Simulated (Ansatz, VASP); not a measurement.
**One calculation of K, two programs**

```xyz
1
Lattice="-2.6699 2.6699 2.6699 2.6699 -2.6699 2.6699 2.6699 2.6699 -2.6699" Properties=species:S:1:pos:R:3 pbc="T T T"
K     0.0000    0.0000    0.0000
```

Alike in both runs: task single point; functional r2SCAN; k mesh 8 × 8 × 8; occupations gaussian, width 0.3 eV; no spin polarisation.

|  | VASP | Ansatz |
| --- | --- | --- |
| version | VASP 6.6.1 | Ansatz 0.2.0 |
| potentials or method | VASP PAW PBE potentials, release 64 (K_sv), cutoff 520 eV | plane waves (500 eV) with PAW, scalar-relativistic |
| valence electrons in the cell | 9 | 9 |

|  | VASP | Ansatz | Ansatz less VASP |
| --- | --- | --- | --- |
| pressure (GPa) | 0.0 | 0.0 | +0.03 |

VASP's potentials were made for PBE, not for r2SCAN.
